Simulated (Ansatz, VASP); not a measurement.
**Co4F: VASP beside Ansatz**

```
Co F
1.0
     3.88777    0.00000    0.00000
     0.00000    3.88777    0.00000
     0.00000    0.00000    3.88777
Co F
4 1
Direct
  0.50000 0.00000 0.00000
  0.00000 0.50000 0.00000
  0.00000 0.00000 0.50000
  0.50000 0.50000 0.50000
  0.00000 0.00000 0.00000
```

Alike in both runs: task relaxation of cell and atoms; functional PBE; k mesh 4 × 4 × 4; occupations gaussian, width 0.1 eV; collinear spin.

|  | VASP | Ansatz |
| --- | --- | --- |
| version | VASP 6.6.1 | Ansatz 0.2.0 |
| potentials or method | VASP PAW PBE potentials, release 64 (Co, F), cutoff 600 eV | scalar-relativistic, plane waves, PAW |
| valence electrons in the cell | 43 | 75 |

```csv
,VASP,Ansatz,Ansatz less VASP
"gap on the k mesh at the Fermi level, each at its own relaxed structure (eV)",none,none,-
net moment per atom (μB),1.58,1.58,0.000
size of the moment on the site where the two differ most (μB),2.00,1.92,-0.078
relaxed volume (Å³/atom),12.23,12.20,-0.038
relaxed length of the cell vector where the two differ most in proportion (Å),3.940,3.936,-0.0041
```

Site moments also hang on the region over which each program counts them. A gap of «none» marks a metal or a gap that the smearing closes. VASP's potentials hold 43 valence electrons a cell and Ansatz's 75, so a difference there can come from the potentials and not from the codes.

The k mesh is coarse, so the values compare programs but aren't converged.
